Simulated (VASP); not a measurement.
KNbO3, 5 atoms in the cell. Symmetry: Pm-3m, No. 221, cubic system. Conventional cell: a = 4.056 Å, b = 4.056 Å, c = 4.056 Å, α = 90.00°, β = 90.00°, γ = 90.00°. Within 3.8 Å of K (site symmetry m-3m) lie 12 O at 2.87 Å and 8 Nb at 3.51 Å. Within 2.7 Å of Nb (site symmetry m-3m) lie 6 O at 2.03 Å. O (site symmetry 4/mmm) has 2 Nb at 2.03 Å within 2.7 Å. 

| Property | Result |
| --- | --- |
| Program | VASP 6.6.1 |
| Task | single point |
| Functional | PBEsol |
| Potentials or basis | VASP PAW PBE potentials, release 64 (K_sv, Nb_sv, O) |
| Cutoff | 600 eV |
| k mesh | 6 × 6 × 6 |
| Occupations | gaussian, width 0.01 eV |
| Spin | no spin polarisation |
| Dipole correction | no |
| Further INCAR settings | ALGO = Normal; EDIFF = 1e-06; NBANDS = 28 |

Potentials or basis: VASP PAW PBE potentials, release 64 (K_sv, Nb_sv, O).

Launch:

```bash
$ cat potpaw_PBE.64/K_sv/POTCAR potpaw_PBE.64/Nb_sv/POTCAR potpaw_PBE.64/O/POTCAR > POTCAR
$ mpirun -np 1 vasp_std > vasp.out
```

Hardware: 1 thread of Intel(R) Xeon(R) Platinum 8488C (Sapphire Rapids) (shared host).

Estimate the wall time of this run.

Run time: 36 s on 1 thread of Intel(R) Xeon(R) Platinum 8488C (Sapphire Rapids) (shared host), peak memory 0.2 GiB. Counts: scf iterations 15, k points 20.
